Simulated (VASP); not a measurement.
# LiSi16 (a cell with a defect) in VASP: single point with PBEsol

Aim: the single point of LiSi16 (a cell with a defect) with PBEsol.

Everything below comes from runs of VASP 6.6.1. Logs are shortened: lines on timing, memory, paths and dates and some standing lists are left out, and cuts for length are marked.

## 1. The cell of the first run

The cell holds a defect, 17 atoms: a = 7.679 Å, b = 7.679 Å, c = 7.679 Å, α = 60.00°, β = 60.00°, γ = 60.00°.

## 2. Single point, PBEsol, collinear spin

File INCAR:

```
SYSTEM = LiSi16
PREC = Accurate
ENCUT = 520
EDIFF = 1E-6
ISMEAR = -1
SIGMA = 0.05
LREAL = Auto
LASPH = .TRUE.
NELM = 150
ALGO = Normal
ISIF = 2
LWAVE = .FALSE.
LCHARG = .FALSE.
ISPIN = 2
MAGMOM = 0 0 0 0 0 0 0 0 0 0 0 0 0 0 0 0 1
LORBIT = 11
GGA = PS
NBANDS = 52
```

File KPOINTS:

```
Automatic mesh
0
G
  2 2 2
  0 0 0
```

File POSCAR:

```
LiSi16
1.0
    0.0000000000      5.4300000000      5.4300000000
    5.4300000000      0.0000000000      5.4300000000
    5.4300000000      5.4300000000      0.0000000000
Si Li
16 1
Direct
   -0.0224401473     -0.0335082873      0.0007642726
    0.1421823204      0.0143738490      0.1605616943
    0.0033057090     -0.0348342541      0.5168416206
    0.1546040516      0.0818232044      0.6022283610
    0.0426795580      0.3813351750      0.0074125230
    0.1393093923      0.5518139963      0.1022744015
   -0.0053222836      0.4672007366      0.4774953959
    0.1291436464      0.5689779006      0.6394198895
    0.5043462247     -0.0851565378      0.0493001842
    0.6018968692      0.1024125230      0.1260405157
    0.5434162063     -0.0571731123      0.5003591160
    0.6316850829      0.0568784530      0.6732136280
    0.5135911602      0.4845672192     -0.0267034991
    0.6244935543      0.5398895028      0.1814732965
    0.4774769797      0.4153591160      0.5537753223
    0.6329005525      0.5985543278      0.5860313076
    0.8931491713      0.3217863720      0.8551749540
```

Potentials or basis: VASP PAW PBE potentials, release 64 (Si, Li_sv).

The run is started by

```bash
$ cat potpaw_PBE.64/Si/POTCAR potpaw_PBE.64/Li_sv/POTCAR > POTCAR
$ mpirun -np 1 vasp_std > vasp.out
```

OUTCAR:

```text
SYSTEM = LiSi16
   PREC = Accurate
   ENCUT = 520
   EDIFF = 1E-6
   ISMEAR = -1
   LREAL = Auto
   LASPH = .TRUE.
   NELM = 150
   ISIF = 2
   ISPIN = 2
   LORBIT = 11
   GGA = PS

 ion  position               nearest neighbor table
   1  0.978  0.966  0.001-  17 2.24  10 2.36   2 2.39   4 2.52   6 2.61
   2  0.142  0.014  0.161-   9 2.28   3 2.28   5 2.31   1 2.39
   3  0.003  0.965  0.517-   4 2.23   2 2.28  12 2.34   8 2.49
   4  0.155  0.082  0.602-   3 2.23   7 2.43  11 2.45   1 2.52  17 2.68
   5  0.043  0.381  0.007-   6 2.29  17 2.30   2 2.31   8 2.35  14 2.65
   6  0.139  0.552  0.102-   5 2.29   7 2.37  13 2.39   1 2.61
   7  0.995  0.467  0.477-  16 2.27   6 2.37  17 2.37   4 2.43   8 2.51
   8  0.129  0.569  0.639-  15 2.20   5 2.35   3 2.49   7 2.51  17 2.63
   9  0.504  0.915  0.049-   2 2.28  10 2.31  14 2.35  12 2.36
  10  0.602  0.102  0.126-   9 2.31   1 2.36  11 2.39  13 2.41  17 2.79
  11  0.543  0.943  0.500-  16 2.19  12 2.38  10 2.39   4 2.45
  12  0.632  0.057  0.673-  15 2.26   3 2.34   9 2.36  11 2.38
  13  0.514  0.485  0.973-   6 2.39  17 2.39  10 2.41  14 2.42  16 2.43
  14  0.624  0.540  0.181-  15 2.34   9 2.35  13 2.42   5 2.65
  15  0.477  0.415  0.554-   8 2.20  12 2.26  14 2.34  16 2.41
  16  0.633  0.599  0.586-  11 2.19   7 2.27  15 2.41  13 2.43  17 2.88
  17  0.893  0.322  0.855-   1 2.24   5 2.30   7 2.37  13 2.39   8 2.63   4 2.68  10 2.79  16 2.88

  LATTYP: Found a face centered cubic cell.
 ALAT       =    10.8600000000

  Lattice vectors:

 A1 = (   0.0000000000,   5.4300000000,   5.4300000000)
 A2 = (   5.4300000000,   0.0000000000,   5.4300000000)
 A3 = (   5.4300000000,   5.4300000000,   0.0000000000)

Analysis of symmetry for initial positions (statically):
=====================================================================
 Subroutine PRICEL returns:
 Original cell was already a primitive cell.

 Routine SETGRP: Setting up the symmetry group for a
 face centered cubic supercell.

 Subroutine GETGRP returns: Found  1 space group operations
 (whereof  1 operations were pure point group operations)
 out of a pool of 48 trial point group operations.

The static configuration has the point symmetry C_1 .

Analysis of symmetry for dynamics (positions and initial velocities):
=====================================================================
 Subroutine PRICEL returns:
 Original cell was already a primitive cell.

 Routine SETGRP: Setting up the symmetry group for a
 face centered cubic supercell.

 Subroutine GETGRP returns: Found  1 space group operations
 (whereof  1 operations were pure point group operations)
 out of a pool of 48 trial point group operations.

The dynamic configuration has the point symmetry C_1 .

Analysis of structural, dynamic, and magnetic symmetry:
=====================================================================
 Subroutine PRICEL returns:
 Original cell was already a primitive cell.

 Routine SETGRP: Setting up the symmetry group for a
 face centered cubic supercell.

 Subroutine GETGRP returns: Found  1 space group operations
 (whereof  1 operations were pure point group operations)
 out of a pool of 48 trial point group operations.

The overall configuration has the point symmetry C_1 .

 Subroutine INISYM returns: Found  1 space group operations
 (whereof  1 operations are pure point group operations),
 and found     1 'primitive' translations

----------------------------------------------------------------------------------------

                                     Primitive cell

  volume of cell :     320.2060

  direct lattice vectors                    reciprocal lattice vectors
     0.000000000  5.430000000  5.430000000    -0.092081031  0.092081031  0.092081031
     5.430000000  0.000000000  5.430000000     0.092081031 -0.092081031  0.092081031
     5.430000000  5.430000000  0.000000000     0.092081031  0.092081031 -0.092081031

  length of vectors
     7.679179644  7.679179644  7.679179644     0.159489025  0.159489025  0.159489025

  position of ions in fractional coordinates (direct lattice)
     0.977559853  0.966491713  0.000764273
     0.142182320  0.014373849  0.160561694
     0.003305709  0.965165746  0.516841621
     0.154604052  0.081823204  0.602228361
     0.042679558  0.381335175  0.007412523
     0.139309392  0.551813996  0.102274401
[... 9 lines left out ...]
     0.632900552  0.598554328  0.586031308
     0.893149171  0.321786372  0.855174954

[... 64 lines left out ...]
 SYSTEM =  LiSi16
   PREC   = accura    normal or accurate (medium, high low for compatibility)
   ISTART =      0    job   : 0-new  1-cont  2-samecut
   ICHARG =      2    charge: 1-file 2-atom 10-const
   ISPIN  =      2    spin polarized calculation?
   LNONCOLLINEAR =      F non collinear calculations
   LSORBIT =      F    spin-orbit coupling
   LASPH  =      T    aspherical Exc in radial PAW
   ENCUT  =  520.0 eV  38.22 Ry    6.18 a.u.  14.28 14.28 14.28*2*pi/ulx,y,z
   NELM   =    150;   NELMIN=  2; NELMDL= -5     # of ELM steps
   EDIFF  = 0.1E-05   stopping-criterion for ELM
   LREAL  =      T    real-space projection
   EDIFFG = 0.1E-04   stopping-criterion for IOM
   NSW    =      0    number of steps for IOM
   IBRION =     -1    ionic relax: 0-MD 1-quasi-New 2-CG
   NFREE  =      0    steps in history (QN), initial steepest desc. (CG)
   ISIF   =      2    stress and relaxation
   ISYM   =      2    0-nonsym 1-usesym 2-fastsym
   POTIM  = 0.5000    time-step for ionic-motion
   TEBEG  =    0.0;   TEEND  =   0.0 temperature during run
   PSTRESS=    0.0 pullay stress
   NELECT =      67.0000    total number of electrons
   NUPDOWN=      -1.0000    fix difference up-down
   EMIN   =  10.00;   EMAX   =-10.00  energy-range for DOS
   EFERMI =   0.00;   METHOD = LEGACY
   ISMEAR =    -1;   SIGMA  =   0.05  broadening in eV -4-tet -1-fermi 0-gaus
   EFERMI_NEDOS =   21; number of points for ismear=-14 and -15
   IALGO  =     38    algorithm
   IMIX   =      4    mixing-type and parameters
     AMIX     =   0.40;   BMIX     =  1.00
     AMIX_MAG =   1.60;   BMIX_MAG =  1.00
  volume/ion in A,a.u.               =      18.84       127.11
  Fermi-wavevector in a.u.,A,eV,Ry     =   0.971904  1.836632 12.852022  0.944597
  Thomas-Fermi vector in A             =   2.102159
   LORBIT       =     11    0 simple, 1 ext, 2 COOP (PROOUT), +10 PAW based schemes
   GGA     = PS    functional components
   LHFCALC =     F    Hartree Fock is set to
   AEXX    =    0.0000 exact exchange contribution
   IVDW    =     0    specifies the selected vdW correction
   LEPSILON=     F    determine dielectric tensor
   LRPA    =     F    only Hartree local field effects (RPA)
 spin polarized calculation
  energy-cutoff  :      520.00
  volume of cell :      320.21
 maximum number of plane-waves:      8646
 NGX is ok and might be reduce to    60
   NGX = 29   NGY = 29   NGZ = 29

 number of electron      67.0000000 magnetization      -0.0001270

 number of electron      67.0000000 magnetization       0.0000097

 Free energy of the ion-electron system (eV)
  ---------------------------------------------------
  ext. energy  EPLUGINS =         0.00000000
  ---------------------------------------------------
  free energy    TOTEN  =       -90.05000218 eV

  energy without entropy =      -90.02117045  energy(sigma->0) =      -90.03558631

 E-fermi :   6.5627     XC(G=0):  -9.6900

 val. band max:        6.5145928931   @ k =   0.0000   0.0000   0.0000
 cond. band min:       6.6524524130   @ k =   0.5000   0.5000   0.5000
 fundamental gap:      0.1378595198
 Fermi energy:         6.5626787454

 spin component 1

 k-point     1 :       0.0000    0.0000    0.0000
  band No.  band energies     occupation
      1     -39.5805      1.00000
      2      -6.0726      1.00000
      3      -3.9616      1.00000
      4      -3.7730      1.00000
      5      -3.6126      1.00000
      6      -3.5734      1.00000
[... 373 lines left out ...]
     44       9.9150      0.00000
     45      10.1013      0.00000
 Fermi energy:         6.5626787454

 spin component 2

 k-point     1 :       0.0000    0.0000    0.0000
  band No.  band energies     occupation
      1     -39.5805      1.00000
      2      -6.0726      1.00000
      3      -3.9616      1.00000
      4      -3.7730      1.00000
      5      -3.6126      1.00000
      6      -3.5734      1.00000
[... 373 lines left out ...]
     44       9.9150      0.00000
     45      10.1014      0.00000
 [bands above 45 left out]

------------------------ aborting loop because EDIFF is reached ----------------------------------------

  FORCE on cell =-STRESS in cart. coord.  units (eV):
  Direction    XX          YY          ZZ          XY          YZ          ZX
  --------------------------------------------------------------------------------------
  -------------------------------------------------------------------------------------
  Total        3.7701867      3.0215321      4.4017861     -1.5779311      1.6551689      0.9774997
  in kB       18.8644419     15.1184864     22.0247015     -7.8953092      8.2817747      4.8910006
  external PRESSURE =      18.6692099 kB  Pullay stress =       0.0000000 kB

 VOLUME and BASIS-vectors are now :
 -----------------------------------------------------------------------------
  energy-cutoff  :      520.00
  volume of cell :      320.21
      direct lattice vectors                 reciprocal lattice vectors
     0.000000000  5.430000000  5.430000000    -0.092081031  0.092081031  0.092081031
     5.430000000  0.000000000  5.430000000     0.092081031 -0.092081031  0.092081031
     5.430000000  5.430000000  0.000000000     0.092081031  0.092081031 -0.092081031

 POSITION                                       TOTAL-FORCE (eV/Angst)
 -----------------------------------------------------------------------------------
      5.25220      5.31230     10.55620        -2.336031      1.442314     -1.050497
      0.94990      1.64390      0.85010        -0.280355     -1.019584     -0.134644
      8.04730      2.82440      5.25880        -0.808075      0.361875     -1.511676
      3.71440      4.10960      1.28380         1.404251      1.049474      0.428549
      2.11090      0.27200      2.30240         1.915294     -0.110821      0.002176
      3.55170      1.31180      3.75280         1.344842     -0.299850      1.164909
[... 9 lines left out ...]
      6.43230      6.61880      6.68680        -0.528149      0.985494     -2.130771
      6.39090      9.49340      6.59710         0.151303     -0.610808      0.148117
 -----------------------------------------------------------------------------------
    total drift:                               -0.002662     -0.000467      0.000112

  FREE ENERGIE OF THE ION-ELECTRON SYSTEM (eV)
  ---------------------------------------------------
  free  energy   TOTEN  =       -90.0500021755 eV

  energy  without entropy=      -90.0211704497  energy(sigma->0) =      -90.03558631

 total charge

# of ion       s       p       d       tot
------------------------------------------
    1        0.760   0.903   0.000   1.663
    2        0.748   0.959   0.000   1.708
    3        0.750   0.951   0.000   1.702
    4        0.747   0.920   0.000   1.666
    5        0.759   0.948   0.000   1.706
    6        0.749   0.888   0.000   1.637
[... 9 lines left out ...]
   16        0.748   0.963   0.000   1.711
   17        2.038   0.118   0.000   2.157
--------------------------------------------------
tot         14.048  15.076   0.000  29.123

 magnetization (x)

# of ion       s       p       d       tot
------------------------------------------
    1       -0.000  -0.000   0.000  -0.000
    2        0.000  -0.000   0.000   0.000
    3        0.000   0.000   0.000   0.000
    4       -0.000  -0.000   0.000  -0.000
    5       -0.000  -0.000   0.000  -0.000
    6        0.000   0.000   0.000   0.000
[... 9 lines left out ...]
   16       -0.000  -0.000   0.000  -0.000
   17       -0.000  -0.000   0.000  -0.000
--------------------------------------------------
tot         -0.000  -0.000   0.000  -0.000
```

Wall time 4.3 min (1 thread of AMD EPYC 9R45 (Zen 5), shared host); peak memory 0.67 GiB.

Results:

| Item | Value |
| --- | --- |
| Free energy | -90.0500 eV |
| Largest force | 2.940 eV/Å |
| Net moment | 0.00 μB per cell |
| Valence electrons inside the program's atomic spheres | Si 1.66, 1.71, 1.70, 1.67, 1.64, 1.69, 1.68, 1.73 (each value once); Li 2.16 |

Forces on the atoms (eV/Å):
```
Si  -2.336  1.442 -1.050
Si  -0.280 -1.020 -0.135
Si  -0.808  0.362 -1.512
Si   1.404  1.049  0.429
Si   1.915 -0.111  0.002
Si   1.345 -0.300  1.165
Si  -1.240  0.824  1.290
Si   0.813 -1.930 -0.731
Si  -0.574  0.156  0.240
Si   0.264  0.597  0.532
Si   1.626 -1.788  0.861
Si  -0.686  0.364 -0.617
Si   0.704 -0.340 -1.059
Si  -1.480 -0.045  0.739
Si  -0.290  0.365  1.830
Si  -0.528  0.985 -2.131
Li   0.151 -0.611  0.148
```

Caveat: the k points lie up to 0.50 Å⁻¹ apart; the cutoff is under 1.25 times the usual one of these potentials, so pressure, stress and relaxed cells hold a basis-set (Pulay) error; the atoms stand as in a frame of molecular dynamics; the PAW data sets were made with another functional, which shifts forces and pressure a little.
